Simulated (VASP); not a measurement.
A run of VASP 6.6.1:

The input INCAR:

```
  PREC = Accurate
  ENCUT = 520
  EDIFF = 1E-6
  ISMEAR = -1
  SIGMA = 0.05
  LREAL = F
  LASPH = T
  NELM = 80
  ALGO = Normal
  ISIF = 2
  LWAVE = F
  LCHARG = F
  GGA = PS
  NBANDS = 18
```

The input KPOINTS:

```
Automatic mesh
0
Gamma
  17 17 10
```

The input POSCAR:

```
ZnAg
1.0
    1.5381039829     -2.2808073465      0.0000000000
    1.5381039829      2.2808073465      0.0000000000
    0.0000000000      0.0000000000      4.3928099194
Zn Ag
1 1
Direct
    0.5000000000      0.5000000000      0.5000000000
    0.0000000000      0.0000000000      0.0000000000
```

Potentials or basis: VASP PAW PBE potentials, release 64 (Zn, Ag).

Run with:

```console
$ cat potpaw_PBE.64/Zn/POTCAR potpaw_PBE.64/Ag/POTCAR > POTCAR
$ mpirun -np 1 vasp_std > vasp.out
```

Hardware: 1 thread of AMD EPYC 7R13, with other jobs on the host.

Problem. Estimate the wall time of this run.

Solution. Wall time 6.4 min on 1 thread of AMD EPYC 7R13, on a shared host, peak memory 0.35 GiB. Counts: scf iterations 12, k points 486.
